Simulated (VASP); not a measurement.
# BaTiO3 (Barioperovskite) (Amm2) in VASP: further runs

Runs on BaTiO3 (Barioperovskite). Level: PBEsol. Tasks: single point, relaxation of cell and atoms.

All numbers are computed with VASP 6.6.1; they aren't measurements. Logs are shortened: lines on timing, memory, paths and dates and some standing lists are left out, and cuts for length are marked.

## (1) The cell of the first run

The structure is orthorhombic, space group Amm2 (No. 38). The conventional cell has a = 4.064 Å, b = 5.785 Å, c = 5.802 Å, α = 90.00°, β = 90.00°, γ = 90.00°. Ba (site symmetry mm2) has 12 O at 2.83 to 2.97 Å and 8 Ti at 3.48 to 3.60 Å within 3.7 Å. Ti (site symmetry mm2) has 6 O at 1.96 to 2.13 Å within 2.6 Å. O (site symmetry m) has 2 Ti at 1.96 to 2.13 Å within 2.6 Å. Within 2.7 Å of O (site symmetry mm2) lie 2 Ti at 2.04 Å.

## (2) Single point, PBEsol (volume scaled by 1.06)

Input file INCAR:

```
PREC = Accurate
ENCUT = 520
EDIFF = 1E-7
ISMEAR = -1
SIGMA = 0.05
LREAL = False
LASPH = True
NELM = 60
ALGO = Normal
ISIF = 2
LWAVE = False
LCHARG = False
GGA = PS
NBANDS = 28
```

Input file KPOINTS:

```
Automatic mesh
0
Gamma
  7 7 7
```

Input file POSCAR:

```
BaTiO3
1.0
    4.0636669038      0.0000000000      0.0000000000
    0.0000000000      2.8925396159      2.9009514217
    0.0000000000     -2.8925396159      2.9009514217
Ba Ti O
1 1 3
Direct
    0.0000000000      0.0000000000      0.0000000000
    0.5000000000      0.5124000000      0.5124000000
    0.5000000000      0.9918400000      0.5052400000
    0.5000000000      0.5052400000      0.9918400000
    0.0000000000      0.4874000000      0.4874000000
```

Potentials or basis: VASP PAW PBE potentials, release 64 (Ba_sv, Ti_sv, O).

Launch:

```
cat potpaw_PBE.64/Ba_sv/POTCAR potpaw_PBE.64/Ti_sv/POTCAR potpaw_PBE.64/O/POTCAR > POTCAR
mpirun -np 1 vasp_std > vasp.out
```

OUTCAR:

```text
PREC = Accurate
   ENCUT = 520
   EDIFF = 1E-7
   ISMEAR = -1
   LREAL = False
   LASPH = True
   NELM = 60
   ISIF = 2
   GGA = PS

 ion  position               nearest neighbor table
   1  0.000  0.000  0.000-   5 2.83   4 2.87   3 2.87   3 2.87   4 2.87   5 2.89   5 2.89   4 2.90
                             3 2.90   3 2.90   4 2.90   5 2.97   2 3.48   2 3.48   2 3.54   2 3.54
   2  0.500  0.512  0.512-   3 1.96   4 1.96   5 2.04   5 2.04   3 2.13   4 2.13   1 3.48   1 3.48
                             1 3.54   1 3.54   1 3.54   1 3.54   1 3.60   1 3.60
   3  0.500  0.992  0.505-   2 1.96   2 2.13   1 2.87   1 2.87   1 2.90   1 2.90
   4  0.500  0.505  0.992-   2 1.96   2 2.13   1 2.87   1 2.87   1 2.90   1 2.90
   5  0.000  0.487  0.487-   2 2.04   2 2.04   1 2.83   1 2.89   1 2.89   1 2.97

  LATTYP: Found a base centered orthorhombic cell.
 ALAT       =     5.7850792318
 B/A-ratio  =     1.0029081039
 C/A-ratio  =     0.7024392823

  Lattice vectors:

 A1 = (   0.0000000000,   2.8925396159,  -2.9009514217)
 A2 = (   0.0000000000,   2.8925396159,   2.9009514217)
 A3 = (   4.0636669038,   0.0000000000,   0.0000000000)

Analysis of symmetry for initial positions (statically):
=====================================================================
 Subroutine PRICEL returns:
 Original cell was already a primitive cell.

 Routine SETGRP: Setting up the symmetry group for a
 base centered orthorhombic supercell.

 Subroutine GETGRP returns: Found  4 space group operations
 (whereof  4 operations were pure point group operations)
 out of a pool of  8 trial point group operations.

The static configuration has the point symmetry C_2v.

Analysis of symmetry for dynamics (positions and initial velocities):
=====================================================================
 Subroutine PRICEL returns:
 Original cell was already a primitive cell.

 Routine SETGRP: Setting up the symmetry group for a
 base centered orthorhombic supercell.

 Subroutine GETGRP returns: Found  4 space group operations
 (whereof  4 operations were pure point group operations)
 out of a pool of  8 trial point group operations.

The dynamic configuration has the point symmetry C_2v.

 Subroutine INISYM returns: Found  4 space group operations
 (whereof  4 operations are pure point group operations),
 and found     1 'primitive' translations

----------------------------------------------------------------------------------------

                                     Primitive cell

  volume of cell :      68.1974

  direct lattice vectors                    reciprocal lattice vectors
     4.063666904  0.000000000  0.000000000     0.246083162  0.000000000  0.000000000
     0.000000000  2.892539616  2.900951422     0.000000000  0.172858480  0.172357247
     0.000000000 -2.892539616  2.900951422     0.000000000 -0.172858480  0.172357247

  length of vectors
     4.063666904  4.096621118  4.096621118     0.246083162  0.244104638  0.244104638

  position of ions in fractional coordinates (direct lattice)
     0.000000000  0.000000000  0.000000000
     0.500000000  0.512400000  0.512400000
     0.500000000  0.991840000  0.505240000
     0.500000000  0.505240000  0.991840000
     0.000000000  0.487400000  0.487400000

  ion indices of the primitive-cell ions
   primitive index   ion index
                 1           1
                 2           2
                 3           3
                 4           4
                 5           5

----------------------------------------------------------------------------------------

 KPOINTS: Automatic mesh

Automatic generation of k-mesh.
 Grid dimensions read from file:
 generate k-points for:    7    7    7

 Generating k-lattice:

  Cartesian coordinates                     Fractional coordinates (reciprocal lattice)
     0.035154737  0.000000000  0.000000000     0.142857143  0.000000000  0.000000000
     0.000000000  0.024694069  0.024622464     0.000000000  0.142857143  0.000000000
     0.000000000 -0.024694069  0.024622464     0.000000000  0.000000000  0.142857143

  Length of vectors
     0.035154737  0.034872091  0.034872091

  Shift w.r.t. Gamma in fractional coordinates (k-lattice)
     0.000000000  0.000000000  0.000000000

 Subroutine IBZKPT returns following result:
 ===========================================

 Found     64 irreducible k-points:

 Following reciprocal coordinates:
            Coordinates               Weight
  0.000000  0.000000  0.000000      1.000000
  0.142857  0.000000  0.000000      2.000000
  0.285714  0.000000  0.000000      2.000000
  0.428571  0.000000  0.000000      2.000000
  0.000000  0.142857 -0.000000      4.000000
  0.142857  0.142857 -0.000000      8.000000
[... 16 lines left out ...]
  0.285714  0.285714  0.142857      8.000000
  0.428571  0.285714  0.142857      8.000000
 [... further k-points ...]
   k-points           NKPTS =     64   k-points in BZ     NKDIM =     64   number of bands    NBANDS=     28
   number of dos      NEDOS =    301   number of ions     NIONS =      5
   total plane-waves  NPLWV =  27000
   dimension x,y,z NGX =    30 NGY =   30 NGZ =   30
   dimension x,y,z NGXF=    60 NGYF=   60 NGZF=   60
   ions per type =               1   1   3
   NGX,Y,Z   is equivalent  to a cutoff of  12.27, 12.17, 12.17 a.u.
   NGXF,Y,Z  is equivalent  to a cutoff of  24.55, 24.35, 24.35 a.u.
 SYSTEM =  unknown system
   PREC   = accura    normal or accurate (medium, high low for compatibility)
   ISTART =      0    job   : 0-new  1-cont  2-samecut
   ICHARG =      2    charge: 1-file 2-atom 10-const
   ISPIN  =      1    spin polarized calculation?
   LNONCOLLINEAR =      F non collinear calculations
   LSORBIT =      F    spin-orbit coupling
   LASPH  =      T    aspherical Exc in radial PAW
   ENCUT  =  520.0 eV  38.22 Ry    6.18 a.u.   7.56  7.62  7.62*2*pi/ulx,y,z
   NELM   =     60;   NELMIN=  2; NELMDL= -5     # of ELM steps
   EDIFF  = 0.1E-06   stopping-criterion for ELM
   LREAL  =      F    real-space projection
   EDIFFG = 0.1E-05   stopping-criterion for IOM
   NSW    =      0    number of steps for IOM
   IBRION =     -1    ionic relax: 0-MD 1-quasi-New 2-CG
   NFREE  =      0    steps in history (QN), initial steepest desc. (CG)
   ISIF   =      2    stress and relaxation
   ISYM   =      2    0-nonsym 1-usesym 2-fastsym
   POTIM  = 0.5000    time-step for ionic-motion
   TEBEG  =    0.0;   TEEND  =   0.0 temperature during run
   PSTRESS=    0.0 pullay stress
   NELECT =      40.0000    total number of electrons
   NUPDOWN=      -1.0000    fix difference up-down
   EMIN   =  10.00;   EMAX   =-10.00  energy-range for DOS
   EFERMI =   0.00;   METHOD = LEGACY
   ISMEAR =    -1;   SIGMA  =   0.05  broadening in eV -4-tet -1-fermi 0-gaus
   EFERMI_NEDOS =   21; number of points for ismear=-14 and -15
   IALGO  =     38    algorithm
   IMIX   =      4    mixing-type and parameters
     AMIX     =   0.40;   BMIX     =  1.00
     AMIX_MAG =   1.60;   BMIX_MAG =  1.00
  volume/ion in A,a.u.               =      13.64        92.04
  Fermi-wavevector in a.u.,A,eV,Ry     =   1.370373  2.589630 25.550691  1.877923
  Thomas-Fermi vector in A             =   2.496165
   LORBIT       =      0    0 simple, 1 ext, 2 COOP (PROOUT), +10 PAW based schemes
   GGA     = PS    functional components
   LHFCALC =     F    Hartree Fock is set to
   AEXX    =    0.0000 exact exchange contribution
   IVDW    =     0    specifies the selected vdW correction
   LEPSILON=     F    determine dielectric tensor
   LRPA    =     F    only Hartree local field effects (RPA)
 non-spin polarized calculation
  energy-cutoff  :      520.00
  volume of cell :       68.20
 maximum number of plane-waves:      1848
 NGX is ok and might be reduce to    30
   NGX = 15   NGY = 15   NGZ = 15

 number of electron      39.9999999 magnetization

 Free energy of the ion-electron system (eV)
  ---------------------------------------------------
  ext. energy  EPLUGINS =         0.00000000
  ---------------------------------------------------
  free energy    TOTEN  =       -41.82165162 eV

  energy without entropy =      -41.82165161  energy(sigma->0) =      -41.82165162

 E-fermi :   4.0929     XC(G=0): -11.1905

 val. band max:        3.1598944989   @ k =   0.4286   0.4286   0.4286
 cond. band min:       4.9154219717   @ k =   0.0000   0.0000   0.0000
 fundamental gap:      1.7555274728
 Fermi energy:         4.0928623634

 k-point     1 :       0.0000    0.0000    0.0000
  band No.  band energies     occupation
      1     -53.3188      2.00000
      2     -29.6249      2.00000
      3     -29.6249      2.00000
      4     -29.6108      2.00000
      5     -21.6918      2.00000
      6     -13.4413      2.00000
[... 20 lines left out ...]
     27       8.1183      0.00000
     28       9.7439      0.00000

 k-point     2 :       0.1429    0.0000    0.0000
  band No.  band energies     occupation
      1     -53.3187      2.00000
      2     -29.6246      2.00000
      3     -29.6246      2.00000
      4     -29.6186      2.00000
      5     -21.6750      2.00000
      6     -13.4421      2.00000
[... 20 lines left out ...]
     27       8.4769      0.00000
     28      10.2298      0.00000

 k-point     3 :       0.2857    0.0000    0.0000
  band No.  band energies     occupation
      1     -53.3183      2.00000
      2     -29.6362      2.00000
      3     -29.6240      2.00000
      4     -29.6239      2.00000
      5     -21.6366      2.00000
      6     -13.4933      2.00000
[... 20 lines left out ...]
     27       9.3564      0.00000
     28      11.2216      0.00000

 k-point     4 :       0.4286    0.0000    0.0000
  band No.  band energies     occupation
      1     -53.3181      2.00000
      2     -29.6502      2.00000
      3     -29.6234      2.00000
      4     -29.6234      2.00000
      5     -21.6054      2.00000
      6     -13.5682      2.00000
[... 578 lines left out ...]
     27       9.9269      0.00000
     28      11.0957      0.00000

 k-point    23 :       0.2857    0.2857    0.1429
  band No.  band energies     occupation
      1     -53.3178      2.00000
      2     -29.6467      2.00000
      3     -29.6347      2.00000
      4     -29.6301      2.00000
      5     -21.5840      2.00000
      6     -13.2699      2.00000
[... 20 lines left out ...]
     27      10.6282      0.00000
     28      11.0753      0.00000

 k-point    24 :       0.4286    0.2857    0.1429
  band No.  band energies     occupation
      1     -53.3175      2.00000
      2     -29.6485      2.00000
      3     -29.6459      2.00000
      4     -29.6296      2.00000
      5     -21.5597      2.00000
      6     -13.2185      2.00000
[... 20 lines left out ...]
     27      11.1079      0.00000
     28      11.2876      0.00000

 [... further k-points ...]

------------------------ aborting loop because EDIFF is reached ----------------------------------------

  FORCE on cell =-STRESS in cart. coord.  units (eV):
  Direction    XX          YY          ZZ          XY          YZ          ZX
  --------------------------------------------------------------------------------------
  -------------------------------------------------------------------------------------
  Total       -4.4964955     -4.4380546     -4.6690211      0.0000000      0.0000000      0.0000000
  in kB     -105.6371993   -104.2642339   -109.6903813      0.0000000      0.0000000      0.0000000
  external PRESSURE =    -106.5306048 kB  Pullay stress =       0.0000000 kB

 VOLUME and BASIS-vectors are now :
 -----------------------------------------------------------------------------
  energy-cutoff  :      520.00
  volume of cell :       68.20
      direct lattice vectors                 reciprocal lattice vectors
     4.063666904  0.000000000  0.000000000     0.246083162  0.000000000  0.000000000
     0.000000000  2.892539616  2.900951422     0.000000000  0.172858480  0.172357247
     0.000000000 -2.892539616  2.900951422     0.000000000 -0.172858480  0.172357247

 POSITION                                       TOTAL-FORCE (eV/Angst)
 -----------------------------------------------------------------------------------
      0.00000      0.00000      0.00000         0.000000     -0.000000      0.143955
      2.03183      0.00000      2.97290         0.000000     -0.000000      0.460446
      2.03183      1.40751      4.34296         0.000000     -0.204487     -0.422943
      2.03183     -1.40751      4.34296         0.000000      0.204487     -0.422943
      0.00000      0.00000      2.82785         0.000000     -0.000000      0.241485
 -----------------------------------------------------------------------------------
    total drift:                                0.000000      0.000001      0.000917

  FREE ENERGIE OF THE ION-ELECTRON SYSTEM (eV)
  ---------------------------------------------------
  free  energy   TOTEN  =       -41.8216516169 eV

  energy  without entropy=      -41.8216516145  energy(sigma->0) =      -41.82165162
```

Run time: 47 s. Hardware: 1 thread of Intel Xeon 6975P-C (Granite Rapids), shared host; peak memory 0.25 GiB.

Results:

```
Free energy            : -41.8217 eV
Pressure               : -10.7 GPa
Largest force          : 0.470 eV/Å
Band gap on the k mesh : 1.76 eV, indirect (least direct gap 1.94 eV)
```

Forces in eV/Å, atoms in the order of the input:
```
Ba   0.000  0.000  0.144
Ti   0.000  0.000  0.460
O    0.000 -0.204 -0.423
O    0.000  0.204 -0.423
O    0.000  0.000  0.241
```

Stress tensor (GPa, compression positive):
```
-10.56   0.00   0.00
  0.00 -10.43   0.00
  0.00   0.00 -10.97
```

Caveat: the PAW data sets were made with another functional, which shifts forces and pressure a little; spin-orbit coupling is left out, which moves the levels of the heavy elements.

(Continued in part 2 of 2.)
